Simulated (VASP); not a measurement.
Set up this calculation in VASP 6.6.1, as the native input.

```yaml
Task: relaxation of shape and atoms at fixed volume
Functional: PBE
Dispersion: D3(BJ)
Potentials_or_basis: VASP PAW PBE potentials, release 64 (C)
Cutoff: 600 eV
k_mesh: 12 × 12 × 12
Occupations: gaussian, width 0.02 eV
Spin: no spin polarisation
Dipole_correction: no
Further_INCAR_settings: ALGO = Normal; EDIFF = 1e-06; IBRION = 2; EDIFFG = -0.01; NSW = 50; ISIF = 4
```

The structure of C lies in POSCAR:

```
C
1.0
    1.2493790874      0.7213293524      3.5846971382
   -1.2493790874      0.7213293524      3.5846971382
    0.0000000000     -1.4426587048      3.5846971382
C
2
Direct
    0.8333868323      0.8333868323      0.8333868323
    0.1666131677      0.1666131677      0.1666131677
```

The input as run:

INCAR

```
ALGO = Normal
EDIFF = 1E-6
EDIFFG = -0.01
ENCUT = 600
GGA = PE
IBRION = 2
ISIF = 4
ISMEAR = 0
IVDW = 12
LASPH = True
LCHARG = False
LREAL = False
LWAVE = False
NELM = 80
NSW = 50
PREC = Accurate
SIGMA = 0.02
```

KPOINTS

```
k-points
0
Gamma
  12 12 12
```

Potentials or basis: VASP PAW PBE potentials, release 64 (C).

Launch:

```console
$ cat potpaw_PBE.64/C/POTCAR > POTCAR
$ mpirun -np 1 vasp_std > vasp.out
```

Results of the run:

```
Energy gained by relaxing  : 9.5 meV/atom
Ionic steps                : 3
Pressure after relaxing    : -2.1 GPa
Dispersion energy per atom : -0.140 eV
```

Wall time 37 s on 1 thread of Intel(R) Xeon(R) 6975P-C (Granite Rapids), on a shared host, peak memory 0.19 GiB.
